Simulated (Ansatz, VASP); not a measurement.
## PbS in VASP and in Ansatz

INCAR

```
PREC = Accurate ; ENCUT = 520
EDIFF = 1E-7 ; ISMEAR = -1
SIGMA = 0.06 ; LREAL = False
LASPH = True ; NELM = 60
ALGO = Normal ; ISIF = 2
LWAVE = False ; LCHARG = True
GGA = PE ; LELF = True
LVHAR = True ; NBANDS = 17
```

Contents of KPOINTS:

```
regular mesh
0
Gamma
  8 8 8
```

Contents of POSCAR:

```
PbS
1.0
    0.0000000000      2.9451000000      2.9451000000
    2.9451000000      0.0000000000      2.9451000000
    2.9451000000      2.9451000000      0.0000000000
Pb S
1 1
Direct
    0.0000000000      0.0000000000      0.0000000000
    0.5000000000      0.5000000000      0.5000000000
```

Input for Ansatz:

```yaml
crystal:
  atoms:
  - position: [0.0, 0.0, 0.0]
    symbol: Pb
  - position: [0.5, 0.5, 0.5]
    symbol: S
  lattice:
  - [0.0, 2.9451, 2.9451]
  - [2.9451, 0.0, 2.9451]
  - [2.9451, 2.9451, 0.0]
hamiltonian:
  dispersion: none
  pseudopotentials:
    kind: all_electron
    lapw: {}
    relativity: scalar
  xc: pbe
kpoints:
  mp_grid:
    grid: [8, 8, 8]
    shift: [0, 0, 0]
magnetization: {spin_polarized: false}
output: {forces: true, stress: true}
scf:
  occupations: {method: fermi_dirac, width: 0.06}
```

Alike in both runs: task single point; functional PBE; k mesh 8 × 8 × 8; occupations fermi-dirac, width 0.06 eV; no spin polarisation.

|  | VASP | Ansatz |
| --- | --- | --- |
| version | VASP 6.6.1 | Ansatz 0.2 development build |
| potentials or method | VASP PAW PBE potentials, release 64 (Pb_d, S), cutoff 520 eV | all-electron full-potential LAPW, scalar-relativistic |

```csv
,VASP,Ansatz,Ansatz less VASP
pressure (GPa),3.5,3.6,+0.08
```

Ansatz ran all-electron here, and VASP with PAW potentials.

Neither program's run includes spin-orbit coupling.
